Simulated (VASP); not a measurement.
# Zr4Cl (Pm-3m) in VASP: notebook

Zr4Cl is run at these levels: PBE; tasks: single point, relaxation of cell and atoms.

Program: VASP 6.6.1. These are calculated values, not measurements. Logs are shortened: lines on timing, memory, paths and dates and some standing lists are left out, and cuts for length are marked.

### Step 1. The cell of the first run

The structure is cubic, space group Pm-3m (No. 221). The conventional cell has a = 4.535 Å, b = 4.535 Å, c = 4.535 Å, α = 90.00°, β = 90.00°, γ = 90.00°. Zr (site symmetry 4/mmm) has 2 Cl at 2.27 Å within 3.0 Å. Within 4.2 Å of Zr (site symmetry m-3m) lie 12 Zr at 3.21 Å and 8 Cl at 3.93 Å. Cl (site symmetry m-3m) has 6 Zr at 2.27 Å within 3.0 Å.

The cell was generated, and may not be a known phase.

### Step 2. Single point, PBE

Input file INCAR:

```
SYSTEM = Zr4Cl
ALGO     = Normal         ! electronic algorithm
EDIFF    = 1E-6           ! SCF threshold, eV
ENCUT    = 520            ! plane-wave cutoff, eV
GGA      = PE             ! functional
ISIF     = 2              ! what is computed and relaxed
ISMEAR   = 0              ! smearing method
LASPH    = .TRUE.         ! aspherical terms in the spheres
LCHARG   = .FALSE.        ! write CHGCAR
LREAL    = .FALSE.        ! projectors in reciprocal space
LWAVE    = .FALSE.        ! write WAVECAR
NBANDS   = 36             ! bands
NELM     = 60             ! most SCF steps
PREC     = Accurate       ! precision mode
SIGMA    = 0.1            ! smearing width, eV
```

Input file KPOINTS:

```
k-points
0
G
  4 4 4
  0 0 0
```

Input file POSCAR:

```
Zr4Cl
1.0
    4.5351722900      0.0000000000      0.0000000000
    0.0000000000      4.5351722900      0.0000000000
    0.0000000000      0.0000000000      4.5351722900
Zr Cl
4 1
Direct
    0.5000000000      0.0000000000      0.0000000000
    0.0000000000      0.5000000000      0.0000000000
    0.0000000000      0.0000000000      0.5000000000
    0.5000000000      0.5000000000      0.5000000000
    0.0000000000      0.0000000000      0.0000000000
```

Potentials or basis: VASP PAW PBE potentials, release 64 (Zr_sv, Cl).

Run with:

```
> cat potpaw_PBE.64/Zr_sv/POTCAR potpaw_PBE.64/Cl/POTCAR > POTCAR
> mpirun -np 1 vasp_std > vasp.out
```

OUTCAR:

```text
SYSTEM = Zr4Cl
   EDIFF = 1E-6
   ENCUT = 520
   GGA = PE
   ISIF = 2
   ISMEAR = 0
   LASPH = .TRUE.
   LREAL = .FALSE.
   NELM = 60
   PREC = Accurate

 ion  position               nearest neighbor table
   1  0.500  0.000  0.000-   5 2.27   5 2.27   4 3.21   2 3.21   3 3.21   4 3.21   2 3.21   4 3.21
                             4 3.21   2 3.21   3 3.21   3 3.21   3 3.21   2 3.21
   2  0.000  0.500  0.000-   5 2.27   5 2.27   4 3.21   1 3.21   3 3.21   4 3.21   1 3.21   3 3.21
                             3 3.21   3 3.21   1 3.21   4 3.21   4 3.21   1 3.21
   3  0.000  0.000  0.500-   5 2.27   5 2.27   4 3.21   1 3.21   1 3.21   2 3.21   2 3.21   2 3.21
                             4 3.21   2 3.21   1 3.21   4 3.21   1 3.21   4 3.21
   4  0.500  0.500  0.500-   1 3.21   2 3.21   3 3.21   1 3.21   2 3.21   1 3.21   3 3.21   1 3.21
                             2 3.21   3 3.21   2 3.21   3 3.21
   5  0.000  0.000  0.000-   1 2.27   2 2.27   3 2.27   3 2.27   2 2.27   1 2.27

  LATTYP: Found a simple cubic cell.
 ALAT       =     4.5351722900

  Lattice vectors:

 A1 = (   4.5351722900,   0.0000000000,   0.0000000000)
 A2 = (   0.0000000000,   4.5351722900,   0.0000000000)
 A3 = (   0.0000000000,   0.0000000000,   4.5351722900)

Analysis of symmetry for initial positions (statically):
=====================================================================
 Subroutine PRICEL returns:
 Original cell was already a primitive cell.

 Routine SETGRP: Setting up the symmetry group for a
 simple cubic supercell.

 Subroutine GETGRP returns: Found 48 space group operations
 (whereof 48 operations were pure point group operations)
 out of a pool of 48 trial point group operations.

The static configuration has the point symmetry O_h .

Analysis of symmetry for dynamics (positions and initial velocities):
=====================================================================
 Subroutine PRICEL returns:
 Original cell was already a primitive cell.

 Routine SETGRP: Setting up the symmetry group for a
 simple cubic supercell.

 Subroutine GETGRP returns: Found 48 space group operations
 (whereof 48 operations were pure point group operations)
 out of a pool of 48 trial point group operations.

The dynamic configuration has the point symmetry O_h .

 Subroutine INISYM returns: Found 48 space group operations
 (whereof 48 operations are pure point group operations),
 and found     1 'primitive' translations

----------------------------------------------------------------------------------------

                                     Primitive cell

  volume of cell :      93.2785

  direct lattice vectors                    reciprocal lattice vectors
     4.535172290  0.000000000  0.000000000     0.220498789  0.000000000  0.000000000
     0.000000000  4.535172290  0.000000000     0.000000000  0.220498789  0.000000000
     0.000000000  0.000000000  4.535172290     0.000000000  0.000000000  0.220498789

  length of vectors
     4.535172290  4.535172290  4.535172290     0.220498789  0.220498789  0.220498789

  position of ions in fractional coordinates (direct lattice)
     0.500000000  0.000000000  0.000000000
     0.000000000  0.500000000  0.000000000
     0.000000000  0.000000000  0.500000000
     0.500000000  0.500000000  0.500000000
     0.000000000  0.000000000  0.000000000

  ion indices of the primitive-cell ions
   primitive index   ion index
                 1           1
                 2           2
                 3           3
                 4           4
                 5           5

----------------------------------------------------------------------------------------

 KPOINTS: k-points

Automatic generation of k-mesh.
 Grid dimensions read from file:
 generate k-points for:    4    4    4

 Generating k-lattice:

  Cartesian coordinates                     Fractional coordinates (reciprocal lattice)
     0.055124697  0.000000000  0.000000000     0.250000000  0.000000000  0.000000000
     0.000000000  0.055124697  0.000000000     0.000000000  0.250000000  0.000000000
     0.000000000  0.000000000  0.055124697     0.000000000  0.000000000  0.250000000

  Length of vectors
     0.055124697  0.055124697  0.055124697

  Shift w.r.t. Gamma in fractional coordinates (k-lattice)
     0.000000000  0.000000000  0.000000000

 Subroutine IBZKPT returns following result:
 ===========================================

 Found     10 irreducible k-points:

 Following reciprocal coordinates:
            Coordinates               Weight
  0.000000  0.000000  0.000000      1.000000
  0.250000  0.000000  0.000000      6.000000
  0.500000  0.000000  0.000000      3.000000
  0.250000  0.250000  0.000000     12.000000
  0.500000  0.250000  0.000000     12.000000
  0.500000  0.500000  0.000000      3.000000
  0.250000  0.250000  0.250000      8.000000
  0.500000  0.250000  0.250000     12.000000
  0.500000  0.500000  0.250000      6.000000
  0.500000  0.500000  0.500000      1.000000
   k-points           NKPTS =     10   k-points in BZ     NKDIM =     10   number of bands    NBANDS=     36
   number of dos      NEDOS =    301   number of ions     NIONS =      5
   total plane-waves  NPLWV =  46656
   dimension x,y,z NGX =    36 NGY =   36 NGZ =   36
   dimension x,y,z NGXF=    72 NGYF=   72 NGZF=   72
   ions per type =               4   1
   NGX,Y,Z   is equivalent  to a cutoff of  13.20, 13.20, 13.20 a.u.
   NGXF,Y,Z  is equivalent  to a cutoff of  26.39, 26.39, 26.39 a.u.
 SYSTEM =  Zr4Cl
   PREC   = accura    normal or accurate (medium, high low for compatibility)
   ISTART =      0    job   : 0-new  1-cont  2-samecut
   ICHARG =      2    charge: 1-file 2-atom 10-const
   ISPIN  =      1    spin polarized calculation?
   LNONCOLLINEAR =      F non collinear calculations
   LSORBIT =      F    spin-orbit coupling
   LASPH  =      T    aspherical Exc in radial PAW
   ENCUT  =  520.0 eV  38.22 Ry    6.18 a.u.   8.43  8.43  8.43*2*pi/ulx,y,z
   NELM   =     60;   NELMIN=  2; NELMDL= -5     # of ELM steps
   EDIFF  = 0.1E-05   stopping-criterion for ELM
   LREAL  =      F    real-space projection
   EDIFFG = 0.1E-04   stopping-criterion for IOM
   NSW    =      0    number of steps for IOM
   IBRION =     -1    ionic relax: 0-MD 1-quasi-New 2-CG
   NFREE  =      0    steps in history (QN), initial steepest desc. (CG)
   ISIF   =      2    stress and relaxation
   ISYM   =      2    0-nonsym 1-usesym 2-fastsym
   POTIM  = 0.5000    time-step for ionic-motion
   TEBEG  =    0.0;   TEEND  =   0.0 temperature during run
   PSTRESS=    0.0 pullay stress
   NELECT =      55.0000    total number of electrons
   NUPDOWN=      -1.0000    fix difference up-down
   EMIN   =  10.00;   EMAX   =-10.00  energy-range for DOS
   EFERMI =   0.00;   METHOD = LEGACY
   ISMEAR =     0;   SIGMA  =   0.10  broadening in eV -4-tet -1-fermi 0-gaus
   EFERMI_NEDOS =   21; number of points for ismear=-14 and -15
   IALGO  =     38    algorithm
   IMIX   =      4    mixing-type and parameters
     AMIX     =   0.40;   BMIX     =  1.00
     AMIX_MAG =   1.60;   BMIX_MAG =  1.00
  volume/ion in A,a.u.               =      18.66       125.89
  Fermi-wavevector in a.u.,A,eV,Ry     =   1.372783  2.594184 25.640636  1.884534
  Thomas-Fermi vector in A             =   2.498359
   LORBIT       =      0    0 simple, 1 ext, 2 COOP (PROOUT), +10 PAW based schemes
   GGA     = PE    functional components
   LHFCALC =     F    Hartree Fock is set to
   AEXX    =    0.0000 exact exchange contribution
   IVDW    =     0    specifies the selected vdW correction
   LEPSILON=     F    determine dielectric tensor
   LRPA    =     F    only Hartree local field effects (RPA)
 non-spin polarized calculation
 Gauss-broadening in eV      SIGMA  =   0.10
  energy-cutoff  :      520.00
  volume of cell :       93.28
 maximum number of plane-waves:      2522
 NGX is ok and might be reduce to    36
   NGX = 17   NGY = 17   NGZ = 17

 number of electron      55.0000000 magnetization

 Free energy of the ion-electron system (eV)
  ---------------------------------------------------
  ext. energy  EPLUGINS =         0.00000000
  ---------------------------------------------------
  free energy    TOTEN  =       -35.02768068 eV

  energy without entropy =      -35.00004438  energy(sigma->0) =      -35.01386253

 E-fermi :  10.9773     XC(G=0): -11.7410

 val. band max:       10.8396840070   @ k =   0.5000   0.5000   0.2500
 cond. band min:      11.0039479649   @ k =   0.5000   0.2500   0.2500
 fundamental gap:      0.1642639580
 Fermi energy:        10.9773222092

 k-point     1 :       0.0000    0.0000    0.0000
  band No.  band energies     occupation
      1     -37.9056      2.00000
      2     -37.7326      2.00000
      3     -37.6718      2.00000
      4     -37.6718      2.00000
      5     -16.7544      2.00000
      6     -16.7544      2.00000
[... 28 lines left out ...]
     35      15.1503      0.00000
     36      15.1503      0.00000

 k-point     2 :       0.2500    0.0000    0.0000
  band No.  band energies     occupation
      1     -37.8753      2.00000
      2     -37.7437      2.00000
      3     -37.6903      2.00000
      4     -37.6716      2.00000
      5     -16.8069      2.00000
      6     -16.7022      2.00000
[... 28 lines left out ...]
     35      14.5985      0.00000
     36      14.7694      0.00000

 k-point     3 :       0.5000    0.0000    0.0000
  band No.  band energies     occupation
      1     -37.8126      2.00000
      2     -37.7929      2.00000
      3     -37.7030      2.00000
      4     -37.6714      2.00000
      5     -16.8753      2.00000
      6     -16.6412      2.00000
[... 28 lines left out ...]
     35      13.2818      0.00000
     36      13.7949      0.00000
[... 196 lines left out ...]
 k-point     9 :       0.5000    0.5000    0.2500
  band No.  band energies     occupation
      1     -37.7857      2.00000
      2     -37.7303      2.00000
      3     -37.7288      2.00000
      4     -37.7288      2.00000
      5     -17.8491      2.00000
      6     -16.2522      2.00000
[... 28 lines left out ...]
     35      13.9081      0.00000
     36      14.7133      0.00000

 k-point    10 :       0.5000    0.5000    0.5000
  band No.  band energies     occupation
      1     -37.7855      2.00000
      2     -37.7285      2.00000
      3     -37.7285      2.00000
      4     -37.7285      2.00000
      5     -18.0773      2.00000
      6     -16.3413      2.00000
[... 28 lines left out ...]
     35      14.6881      0.00000
     36      15.7103      0.00000

------------------------ aborting loop because EDIFF is reached ----------------------------------------

  FORCE on cell =-STRESS in cart. coord.  units (eV):
  Direction    XX          YY          ZZ          XY          YZ          ZX
  --------------------------------------------------------------------------------------
  -------------------------------------------------------------------------------------
  Total       17.7553469     17.7553469     17.7553469      0.0000000      0.0000000      0.0000000
  in kB      304.9708806    304.9708806    304.9708806      0.0000000      0.0000000      0.0000000
  external PRESSURE =     304.9708806 kB  Pullay stress =       0.0000000 kB

 VOLUME and BASIS-vectors are now :
 -----------------------------------------------------------------------------
  energy-cutoff  :      520.00
  volume of cell :       93.28
      direct lattice vectors                 reciprocal lattice vectors
     4.535172290  0.000000000  0.000000000     0.220498789  0.000000000  0.000000000
     0.000000000  4.535172290  0.000000000     0.000000000  0.220498789  0.000000000
     0.000000000  0.000000000  4.535172290     0.000000000  0.000000000  0.220498789

 POSITION                                       TOTAL-FORCE (eV/Angst)
 -----------------------------------------------------------------------------------
      2.26759      0.00000      0.00000         0.000000      0.000000      0.000000
      0.00000      2.26759      0.00000         0.000000      0.000000      0.000000
      0.00000      0.00000      2.26759         0.000000      0.000000      0.000000
      2.26759      2.26759      2.26759         0.000000      0.000000      0.000000
      0.00000      0.00000      0.00000         0.000000      0.000000      0.000000
 -----------------------------------------------------------------------------------
    total drift:                                0.000000      0.000000     -0.000000

  FREE ENERGIE OF THE ION-ELECTRON SYSTEM (eV)
  ---------------------------------------------------
  free  energy   TOTEN  =       -35.0276806761 eV

  energy  without entropy=      -35.0000443838  energy(sigma->0) =      -35.01386253
```

Run time: 70 s. Hardware: 1 thread of Oxide Virtual Turin-like, shared host; peak memory 0.17 GiB.

Results:

```
Free energy            : -35.0277 eV
Pressure               : 30.5 GPa
Band gap on the k mesh : zero (an odd number of electrons rules out a gap without spin polarisation)
```

Caveat: the cell stands under pressure; an odd number of electrons without spin polarisation forces a metal; a magnetic or distorted state may lie lower.

### Step 3. Single point, PBE

This run uses another cell than the first one, of 22.52 Å³/atom.

Input file INCAR:

```
PREC = Accurate ; ENCUT = 520
EDIFF = 1E-6 ; ISMEAR = 0
SIGMA = 0.1 ; LREAL = False
LASPH = True ; NELM = 80
ALGO = Normal ; ISIF = 2
LWAVE = False ; LCHARG = False
GGA = PE ; NBANDS = 36
```

Input file KPOINTS:

```
regular mesh
0
Gamma
  4 4 4
```

POSCAR: that of step 2 with these lines changed.

```diff
@@ -2,5 +2,5 @@
 1.0
-    4.5351722900      0.0000000000      0.0000000000
-    0.0000000000      4.5351722900      0.0000000000
-    0.0000000000      0.0000000000      4.5351722900
+    4.8288199961      0.0000000000      0.0000000000
+    0.0000000000      4.8288199961      0.0000000000
+    0.0000000000      0.0000000000      4.8288199961
 Zr Cl
```

Potentials or basis: VASP PAW PBE potentials, release 64 (Zr_sv, Cl).

Run with:

```
> cat potpaw_PBE.64/Zr_sv/POTCAR potpaw_PBE.64/Cl/POTCAR > POTCAR
> mpirun -np 1 vasp_std > vasp.out
```

Run time: 57 s. Hardware: 1 thread of Oxide Virtual Turin-like, shared host; peak memory 0.17 GiB.

It converged, with:

* Free energy: -36.6081 eV
* Pressure: 0.1 GPa
* Band gap on the k mesh: zero (an odd number of electrons rules out a gap without spin polarisation)

Levels at points of the mesh, in eV from the Fermi level:
| k point | band 23 | band 24 | band 25 | band 26 | band 27 | band 28 | band 29 | band 30 | band 31 | band 32 |
| --- | --- | --- | --- | --- | --- | --- | --- | --- | --- | --- |
| (0.00, 0.00, 0.00) | -2.77 | -2.77 | -2.50 | -2.50 | 0.20 | 0.20 | 0.20 | 0.50 | 0.50 | 2.97 |
| (0.50, 0.00, 0.00) | -2.23 | -1.48 | -1.42 | -1.42 | -0.81 | 0.24 | 0.24 | 0.60 | 0.61 | 1.35 |
| (0.50, 0.50, 0.00) | -1.57 | -1.33 | -1.33 | -1.29 | -0.59 | -0.17 | 0.10 | 0.10 | 1.39 | 1.47 |
| (0.50, 0.50, 0.50) | -1.81 | -1.81 | 0.07 | 0.07 | 0.07 | 0.28 | 0.28 | 0.28 | 0.61 | 0.61 |

Caveat: an odd number of electrons without spin polarisation forces a metal; a magnetic or distorted state may lie lower.

### Step 4. Single point, PBE

This run uses another cell than the first one, of 22.54 Å³/atom.

Input file INCAR:

```
  PREC = Accurate
  ENCUT = 520
  EDIFF = 1E-6
  ISMEAR = 0
  SIGMA = 0.1
  LREAL = F
  LASPH = T
  NELM = 80
  ALGO = Fast
  ISIF = 2
  LWAVE = F
  LCHARG = F
  GGA = PE
  NBANDS = 36
```

Input file KPOINTS:

```
Automatic mesh
0
Gamma
  8 8 8
```

POSCAR: that of step 3 with these lines changed.

```diff
@@ -2,5 +2,5 @@
 1.0
-    4.8288199961      0.0000000000      0.0000000000
-    0.0000000000      4.8288199961      0.0000000000
-    0.0000000000      0.0000000000      4.8288199961
+    4.8305927924      0.0000000000      0.0000000000
+    0.0000000000      4.8305927924      0.0000000000
+    0.0000000000      0.0000000000      4.8305927924
 Zr Cl
```

Run with:

```
> cat potpaw_PBE.64/Zr_sv/POTCAR potpaw_PBE.64/Cl/POTCAR > POTCAR
> mpirun -np 1 vasp_std > vasp.out
```

It took 7.2 min on 1 thread of Oxide Virtual Turin-like, shared host; peak memory 0.23 GiB.

The run converged. Its results:

```
Free energy            : -36.6114 eV
Pressure               : 0.1 GPa
Band gap on the k mesh : zero (an odd number of electrons rules out a gap without spin polarisation)
```

Levels at points of the mesh, in eV from the Fermi level:
| k point | band 23 | band 24 | band 25 | band 26 | band 27 | band 28 | band 29 | band 30 | band 31 | band 32 |
| --- | --- | --- | --- | --- | --- | --- | --- | --- | --- | --- |
| (0.00, 0.00, 0.00) | -2.66 | -2.66 | -2.39 | -2.39 | 0.31 | 0.31 | 0.31 | 0.60 | 0.60 | 3.08 |
| (0.50, 0.00, 0.00) | -2.12 | -1.36 | -1.31 | -1.31 | -0.70 | 0.35 | 0.35 | 0.70 | 0.71 | 1.47 |
| (0.50, 0.50, 0.00) | -1.45 | -1.23 | -1.23 | -1.18 | -0.48 | -0.05 | 0.20 | 0.20 | 1.49 | 1.58 |
| (0.50, 0.50, 0.50) | -1.70 | -1.70 | 0.18 | 0.18 | 0.18 | 0.38 | 0.38 | 0.38 | 0.72 | 0.72 |

Caveat: an odd number of electrons without spin polarisation forces a metal; a magnetic or distorted state may lie lower.

[end of part 1 of 2]

The gap in the log of VASP goes by the Fermi energy; the results here count the filled bands.